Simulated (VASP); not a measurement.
# NbCd3 (Pm-3m) in VASP: notebook

Runs on NbCd3. Level: LDA. Tasks: electric field gradients.

All numbers are computed with VASP 6.6.1; they aren't measurements. Logs are shortened: lines on timing, memory, paths and dates and some standing lists are left out, and cuts for length are marked.

## Step 1: The cell of the first run

Symmetry: Pm-3m, No. 221, cubic system. The conventional cell has a = 4.215 Å, b = 4.215 Å, c = 4.215 Å, α = 90.00°, β = 90.00°, γ = 90.00°. Within 3.9 Å of Nb (site symmetry m-3m) lie 12 Cd at 2.98 Å. Within 3.9 Å of Cd (site symmetry 4/mmm) lie 4 Nb at 2.98 Å and 8 Cd at 2.98 Å.

## Step 2: Electric field gradients, LDA

Contents of INCAR:

```
  PREC = Accurate
  ENCUT = 520
  EDIFF = 1E-8
  ISMEAR = -1
  SIGMA = 0.08
  LREAL = F
  LASPH = T
  NELM = 60
  ALGO = Normal
  ISIF = 2
  LWAVE = F
  LCHARG = F
  LEFG = T
  NBANDS = 32
```

Contents of KPOINTS:

```
Automatic mesh
0
Gamma
  9 9 9
```

Contents of POSCAR:

```
NbCd3
1.0
    4.2150000000      0.0000000000      0.0000000000
    0.0000000000      4.2150000000      0.0000000000
    0.0000000000      0.0000000000      4.2150000000
Nb Cd
1 3
Direct
    0.0000000000      0.0000000000      0.0000000000
    0.0000000000      0.5000000000      0.5000000000
    0.5000000000      0.0000000000      0.5000000000
    0.5000000000      0.5000000000      0.0000000000
```

Potentials or basis: VASP PAW LDA potentials, release 64 (Nb_sv, Cd).

Run with:

```
$ cat potpaw_LDA.64/Nb_sv/POTCAR potpaw_LDA.64/Cd/POTCAR > POTCAR
$ mpirun -np 1 vasp_std > vasp.out
```

OUTCAR:

```text
PREC = Accurate
   ENCUT = 520
   EDIFF = 1E-8
   ISMEAR = -1
   LREAL = F
   LASPH = T
   NELM = 60
   ISIF = 2

 ion  position               nearest neighbor table
   1  0.000  0.000  0.000-   2 2.98   3 2.98   4 2.98   2 2.98   3 2.98   2 2.98   4 2.98   2 2.98
                             3 2.98   4 2.98   3 2.98   4 2.98
   2  0.000  0.500  0.500-   1 2.98   3 2.98   4 2.98   1 2.98   4 2.98   1 2.98   3 2.98   1 2.98
                             3 2.98   4 2.98   4 2.98   3 2.98
   3  0.500  0.000  0.500-   1 2.98   2 2.98   4 2.98   1 2.98   4 2.98   2 2.98   4 2.98   4 2.98
                             1 2.98   2 2.98   1 2.98   2 2.98
   4  0.500  0.500  0.000-   1 2.98   2 2.98   3 2.98   2 2.98   3 2.98   1 2.98   3 2.98   3 2.98
                             1 2.98   2 2.98   2 2.98   1 2.98

  LATTYP: Found a simple cubic cell.
 ALAT       =     4.2150000000

  Lattice vectors:

 A1 = (   4.2150000000,   0.0000000000,   0.0000000000)
 A2 = (   0.0000000000,   4.2150000000,   0.0000000000)
 A3 = (   0.0000000000,   0.0000000000,   4.2150000000)

Analysis of symmetry for initial positions (statically):
=====================================================================
 Subroutine PRICEL returns:
 Original cell was already a primitive cell.

 Routine SETGRP: Setting up the symmetry group for a
 simple cubic supercell.

 Subroutine GETGRP returns: Found 48 space group operations
 (whereof 48 operations were pure point group operations)
 out of a pool of 48 trial point group operations.

The static configuration has the point symmetry O_h .

Analysis of symmetry for dynamics (positions and initial velocities):
=====================================================================
 Subroutine PRICEL returns:
 Original cell was already a primitive cell.

 Routine SETGRP: Setting up the symmetry group for a
 simple cubic supercell.

 Subroutine GETGRP returns: Found 48 space group operations
 (whereof 48 operations were pure point group operations)
 out of a pool of 48 trial point group operations.

The dynamic configuration has the point symmetry O_h .

 Subroutine INISYM returns: Found 48 space group operations
 (whereof 48 operations are pure point group operations),
 and found     1 'primitive' translations

----------------------------------------------------------------------------------------

                                     Primitive cell

  volume of cell :      74.8846

  direct lattice vectors                    reciprocal lattice vectors
     4.215000000  0.000000000  0.000000000     0.237247924  0.000000000  0.000000000
     0.000000000  4.215000000  0.000000000     0.000000000  0.237247924  0.000000000
     0.000000000  0.000000000  4.215000000     0.000000000  0.000000000  0.237247924

  length of vectors
     4.215000000  4.215000000  4.215000000     0.237247924  0.237247924  0.237247924

  position of ions in fractional coordinates (direct lattice)
     0.000000000  0.000000000  0.000000000
     0.000000000  0.500000000  0.500000000
     0.500000000  0.000000000  0.500000000
     0.500000000  0.500000000  0.000000000

  ion indices of the primitive-cell ions
   primitive index   ion index
                 1           1
                 2           2
                 3           3
                 4           4

----------------------------------------------------------------------------------------

 KPOINTS: Automatic mesh

Automatic generation of k-mesh.
 Grid dimensions read from file:
 generate k-points for:    9    9    9

 Generating k-lattice:

  Cartesian coordinates                     Fractional coordinates (reciprocal lattice)
     0.026360880  0.000000000  0.000000000     0.111111111  0.000000000  0.000000000
     0.000000000  0.026360880  0.000000000     0.000000000  0.111111111  0.000000000
     0.000000000  0.000000000  0.026360880     0.000000000  0.000000000  0.111111111

  Length of vectors
     0.026360880  0.026360880  0.026360880

  Shift w.r.t. Gamma in fractional coordinates (k-lattice)
     0.000000000  0.000000000  0.000000000

 Subroutine IBZKPT returns following result:
 ===========================================

 Found     35 irreducible k-points:

 Following reciprocal coordinates:
            Coordinates               Weight
  0.000000  0.000000  0.000000      1.000000
  0.111111  0.000000  0.000000      6.000000
  0.222222  0.000000  0.000000      6.000000
  0.333333  0.000000  0.000000      6.000000
  0.444444  0.000000  0.000000      6.000000
  0.111111  0.111111  0.000000     12.000000
[... 16 lines left out ...]
  0.333333  0.333333  0.111111     24.000000
  0.444444  0.333333  0.111111     48.000000
 [... further k-points ...]
   k-points           NKPTS =     35   k-points in BZ     NKDIM =     35   number of bands    NBANDS=     32
   number of dos      NEDOS =    301   number of ions     NIONS =      4
   total plane-waves  NPLWV =  32768
   dimension x,y,z NGX =    32 NGY =   32 NGZ =   32
   dimension x,y,z NGXF=    64 NGYF=   64 NGZF=   64
   ions per type =               1   3
   NGX,Y,Z   is equivalent  to a cutoff of  12.62, 12.62, 12.62 a.u.
   NGXF,Y,Z  is equivalent  to a cutoff of  25.24, 25.24, 25.24 a.u.
 SYSTEM =  unknown system
   PREC   = accura    normal or accurate (medium, high low for compatibility)
   ISTART =      0    job   : 0-new  1-cont  2-samecut
   ICHARG =      2    charge: 1-file 2-atom 10-const
   ISPIN  =      1    spin polarized calculation?
   LNONCOLLINEAR =      F non collinear calculations
   LSORBIT =      F    spin-orbit coupling
   LASPH  =      T    aspherical Exc in radial PAW
   ENCUT  =  520.0 eV  38.22 Ry    6.18 a.u.   7.84  7.84  7.84*2*pi/ulx,y,z
   NELM   =     60;   NELMIN=  2; NELMDL= -5     # of ELM steps
   EDIFF  = 0.1E-07   stopping-criterion for ELM
   LREAL  =      F    real-space projection
   EDIFFG = 0.1E-06   stopping-criterion for IOM
   NSW    =      0    number of steps for IOM
   IBRION =     -1    ionic relax: 0-MD 1-quasi-New 2-CG
   NFREE  =      0    steps in history (QN), initial steepest desc. (CG)
   ISIF   =      2    stress and relaxation
   ISYM   =      2    0-nonsym 1-usesym 2-fastsym
   POTIM  = 0.5000    time-step for ionic-motion
   TEBEG  =    0.0;   TEEND  =   0.0 temperature during run
   PSTRESS=    0.0 pullay stress
   NELECT =      49.0000    total number of electrons
   NUPDOWN=      -1.0000    fix difference up-down
   EMIN   =  10.00;   EMAX   =-10.00  energy-range for DOS
   EFERMI =   0.00;   METHOD = LEGACY
   ISMEAR =    -1;   SIGMA  =   0.08  broadening in eV -4-tet -1-fermi 0-gaus
   EFERMI_NEDOS =   21; number of points for ismear=-14 and -15
   IALGO  =     38    algorithm
   IMIX   =      4    mixing-type and parameters
     AMIX     =   0.40;   BMIX     =  1.00
     AMIX_MAG =   1.60;   BMIX_MAG =  1.00
  volume/ion in A,a.u.               =      18.72       126.34
  Fermi-wavevector in a.u.,A,eV,Ry     =   1.421268  2.685807 27.483802  2.020002
  Thomas-Fermi vector in A             =   2.542096
   LORBIT       =      0    0 simple, 1 ext, 2 COOP (PROOUT), +10 PAW based schemes
   GGA     = CA    functional components
   LHFCALC =     F    Hartree Fock is set to
   AEXX    =    0.0000 exact exchange contribution
   IVDW    =     0    specifies the selected vdW correction
   LEPSILON=     F    determine dielectric tensor
   LRPA    =     F    only Hartree local field effects (RPA)
 non-spin polarized calculation
  energy-cutoff  :      520.00
  volume of cell :       74.88
 maximum number of plane-waves:      2029
 NGX is ok and might be reduce to    32
   NGX = 15   NGY = 15   NGZ = 15

 number of electron      49.0000039 magnetization

 Free energy of the ion-electron system (eV)
  ---------------------------------------------------
  ext. energy  EPLUGINS =         0.00000000
  ---------------------------------------------------
  free energy    TOTEN  =       -15.50181055 eV

  energy without entropy =      -15.46888257  energy(sigma->0) =      -15.48534656

 E-fermi :   5.0492     XC(G=0): -12.2599

 val. band max:        5.0398706740   @ k =   0.1111   0.0000   0.0000
 cond. band min:       5.0827566171   @ k =   0.3333   0.3333   0.0000
 fundamental gap:      0.0428859431
 Fermi energy:         5.0491893996

 k-point     1 :       0.0000    0.0000    0.0000
  band No.  band energies     occupation
      1     -49.5327      2.00000
      2     -25.7564      2.00000
      3     -25.7564      2.00000
      4     -25.7564      2.00000
      5      -4.6464      2.00000
      6      -4.4118      2.00000
[... 24 lines left out ...]
     31      10.9208      0.00000
     32      12.6316      0.00000

 k-point     2 :       0.1111    0.0000    0.0000
  band No.  band energies     occupation
      1     -49.5326      2.00000
      2     -25.7592      2.00000
      3     -25.7566      2.00000
      4     -25.7566      2.00000
      5      -4.6000      2.00000
      6      -4.3940      2.00000
[... 24 lines left out ...]
     31      11.5148      0.00000
     32      12.7165      0.00000

 k-point     3 :       0.2222    0.0000    0.0000
  band No.  band energies     occupation
      1     -49.5324      2.00000
      2     -25.7663      2.00000
      3     -25.7569      2.00000
      4     -25.7569      2.00000
      5      -4.4728      2.00000
      6      -4.3457      2.00000
[... 24 lines left out ...]
     31      12.5294      0.00000
     32      12.5294      0.00000

 k-point     4 :       0.3333    0.0000    0.0000
  band No.  band energies     occupation
      1     -49.5321      2.00000
      2     -25.7743      2.00000
      3     -25.7573      2.00000
      4     -25.7573      2.00000
      5      -4.3011      2.00000
      6      -4.2831      2.00000
[... 654 lines left out ...]
     31      11.7724      0.00000
     32      13.1982      0.00000

 k-point    23 :       0.3333    0.3333    0.1111
  band No.  band energies     occupation
      1     -49.5316      2.00000
      2     -25.7729      2.00000
      3     -25.7709      2.00000
      4     -25.7598      2.00000
      5      -4.1844      2.00000
      6      -4.0240      2.00000
[... 24 lines left out ...]
     31      11.3882      0.00000
     32      11.9832      0.00000

 k-point    24 :       0.4444    0.3333    0.1111
  band No.  band energies     occupation
      1     -49.5315      2.00000
      2     -25.7761      2.00000
      3     -25.7712      2.00000
      4     -25.7599      2.00000
      5      -4.0955      2.00000
      6      -3.9635      2.00000
[... 24 lines left out ...]
     31      11.6767      0.00000
     32      12.5460      0.00000

 [... further k-points ...]
[... 5 lines left out ...]
  --------------------------------------------------------------------------------------
  -------------------------------------------------------------------------------------
  Total       -0.7892144     -0.7892144     -0.7892144      0.0000000      0.0000000      0.0000000
  in kB      -16.8854581    -16.8854581    -16.8854581      0.0000000      0.0000000      0.0000000
  external PRESSURE =     -16.8854581 kB  Pullay stress =       0.0000000 kB

 VOLUME and BASIS-vectors are now :
 -----------------------------------------------------------------------------
  energy-cutoff  :      520.00
  volume of cell :       74.88
      direct lattice vectors                 reciprocal lattice vectors
     4.215000000  0.000000000  0.000000000     0.237247924  0.000000000  0.000000000
     0.000000000  4.215000000  0.000000000     0.000000000  0.237247924  0.000000000
     0.000000000  0.000000000  4.215000000     0.000000000  0.000000000  0.237247924

 POSITION                                       TOTAL-FORCE (eV/Angst)
 -----------------------------------------------------------------------------------
      0.00000      0.00000      0.00000         0.000000      0.000000      0.000000
      0.00000      2.10750      2.10750         0.000000      0.000000      0.000000
      2.10750      0.00000      2.10750         0.000000      0.000000      0.000000
      2.10750      2.10750      0.00000         0.000000      0.000000      0.000000
 -----------------------------------------------------------------------------------
    total drift:                                0.000000     -0.000000     -0.000000

  FREE ENERGIE OF THE ION-ELECTRON SYSTEM (eV)
  ---------------------------------------------------
  free  energy   TOTEN  =       -15.5018105537 eV

  energy  without entropy=      -15.4688825652  energy(sigma->0) =      -15.48534656

 Electric field gradients (V/A^2)
---------------------------------------------------------------------
 ion       V_xx      V_yy      V_zz      V_xy      V_xz      V_yz
---------------------------------------------------------------------
   1       0.000     0.000    -0.000    -0.000    -0.000    -0.000
   2     112.757   -56.378   -56.378    -0.000     0.000    -0.000
   3     -56.378   112.757   -56.378    -0.000    -0.000    -0.000
   4     -56.378   -56.378   112.757    -0.000    -0.000     0.000
---------------------------------------------------------------------

 Electric field gradients after diagonalization (V/A^2)
 (convention: |V_zz| > |V_xx| > |V_yy|)
----------------------------------------------------------------------
 ion       V_xx      V_yy      V_zz     asymmetry (V_yy - V_xx)/ V_zz
----------------------------------------------------------------------
   1       0.000     0.000    -0.000       0.065
   2     -56.378   -56.378   112.757       0.000
   3     -56.378   -56.378   112.757       0.000
   4     -56.378   -56.378   112.757       0.000
----------------------------------------------------------------------

           NMR quadrupolar parameters

 Cq : quadrupolar parameter    Cq=e*Q*V_zz/h
 eta: asymmetry parameters     (V_yy - V_xx)/ V_zz
 Q  : nuclear electric quadrupole moment in mb (millibarn)
----------------------------------------------------------------------
 ion       Cq(MHz)       eta       Q (mb)
----------------------------------------------------------------------
   1      -0.000       0.065       1.000
   2       0.273       0.000       1.000
   3       0.273       0.000       1.000
   4       0.273       0.000       1.000
----------------------------------------------------------------------
```

It took 26 s on 1 thread of Intel Xeon 6975P-C (Granite Rapids), shared host; peak memory 0.19 GiB.

Results:

* Free energy: -15.5018 eV
* Pressure: -1.7 GPa

Levels at points of the mesh, in eV from the Fermi level:
```csv
k point,band 22,band 23,band 24,band 25,band 26,band 27
"(0.00, 0.00, 0.00)",-0.94,0.20,0.20,0.20,1.30,1.30
```

Electric field gradients, principal values (V/Å²):
```tsv
atom	least	middle	greatest (by size)
1 Nb	0.000	0.000	0.000
2 Cd	-56.378	-56.378	112.757
3 Cd	-56.378	-56.378	112.757
4 Cd	-56.378	-56.378	112.757
```

Caveat: without QUAD_EFG the Cq values of the log hold for a quadrupole moment of 1 mb, not for the nuclei.

[end of part 1 of 2]
